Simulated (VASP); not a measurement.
Input of a VASP 6.6.1 run:

File INCAR:

```
SYSTEM = MoS2
PREC     = Accurate       ! precision mode
ENCUT    = 520            ! plane-wave cutoff, eV
EDIFF    = 1E-7           ! SCF threshold, eV
ISMEAR   = 0              ! smearing method
SIGMA    = 0.05           ! smearing width, eV
LREAL    = .FALSE.        ! projectors in reciprocal space
LASPH    = .TRUE.         ! aspherical terms in the spheres
NELM     = 60             ! most SCF steps
ALGO     = Normal         ! electronic algorithm
ISIF     = 2              ! what is computed and relaxed
LWAVE    = .FALSE.        ! write WAVECAR
LCHARG   = .FALSE.        ! write CHGCAR
GGA      = PE             ! functional
IVDW     = 12             ! dispersion correction
ISYM     = 0            
NBANDS   = 49             ! bands
```

KPOINTS

```
Automatic mesh
0
G
  10 10 2
  0 0 0
```

File POSCAR:

```
MoS2
1.0
   -1.5764743774     -2.7305337185      0.0000000000
    1.5764743774     -2.7305337185      0.0000000000
    0.0000000000     -1.8203558124     17.9896049492
Mo S
3 6
Direct
    0.7222109095      0.7222109095      0.8333672715
    0.2777664651      0.2777664651      0.1667006048
    0.4999886873      0.4999886873      0.5000339382
    0.8043636245      0.8043636245      0.5869091264
    0.0265858467      0.0265858467      0.9202424598
    0.5821414023      0.5821414023      0.2535757931
    0.8623087993      0.8623087993      0.4130736021
    0.0845310215      0.0845310215      0.7464069354
    0.6400865771      0.6400865771      0.0797402687
```

Potentials or basis: VASP PAW PBE potentials, release 64 (Mo_sv, S).

The run is started by

```console
$ cat potpaw_PBE.64/Mo_sv/POTCAR potpaw_PBE.64/S/POTCAR > POTCAR
$ mpirun -np 1 vasp_std > vasp.out
```

Task: What does it give for the dispersion energy per atom?

Result: -0.440 eV.

Task: Predict the band gap on the k mesh.

Result: 0.80 eV (least direct gap 1.89 eV).

Task: Predict the pressure.

Result: -0.1 GPa.

Task: What does it give for the largest force?

Result: 0.032 eV/Å.

Forces in eV/Å, atoms in the order of the input:
```
Mo   0.000  0.000 -0.027
Mo   0.000  0.000 -0.026
Mo   0.000  0.000  0.007
S    0.000  0.000 -0.019
S    0.000  0.000  0.000
S    0.000  0.000 -0.005
S    0.000  0.000  0.012
S    0.000  0.000  0.026
S    0.000  0.000  0.032
```

Caveat: the cell differs from its parent crystal (layers slid over each other). A k mesh can miss the band edges.
